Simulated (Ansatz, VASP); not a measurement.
## One calculation of GaP, two programs

```xyz
4
Lattice="2.0152 1.1635 5.9527 -2.0152 1.1635 5.9527 0.0000 -2.3270 5.9527" Properties=species:S:1:pos:R:3 pbc="T T T"
Ga    0.0000    0.0000    7.7787
Ga    0.0000    0.0000   10.0794
P     0.0000    0.0000    1.0270
P     0.0000    0.0000   16.8311
```

Change from the starting cell: strain +e along x and -e along y +0.0000, strain +e along z and -e/2 along x and y -0.0750.

Alike in both runs: task single point; functional PBE; k mesh 9 × 9 × 9; occupations gaussian, width 0.05 eV; no spin polarisation.

|  | VASP | Ansatz |
| --- | --- | --- |
| version | VASP 6.6.1 | Ansatz 0.2.0 |
| potentials or method | VASP PAW PBE potentials, release 64 (Ga_d, P), cutoff 500 eV | scalar-relativistic, plane waves, PAW |
| valence electrons in the cell | 36 | 36 |

|  | VASP | Ansatz | Ansatz less VASP |
| --- | --- | --- | --- |
| gap on the k mesh at the Fermi level (eV) | 0.24 | 0.25 | +0.011 |
| least direct gap on the mesh (eV) | 0.31 | 0.32 | +0.008 |
| pressure (GPa) | 3.1 | 3.2 | +0.05 |
| traceless stress, the component that is largest in VASP (GPa) | 16.46 | 16.63 | +0.165 |
| rms of the force components (eV/Å) | 0.968 | 0.995 | +0.0269 |

Atom by atom the forces differ by 0.029 eV/Å (rms over components).
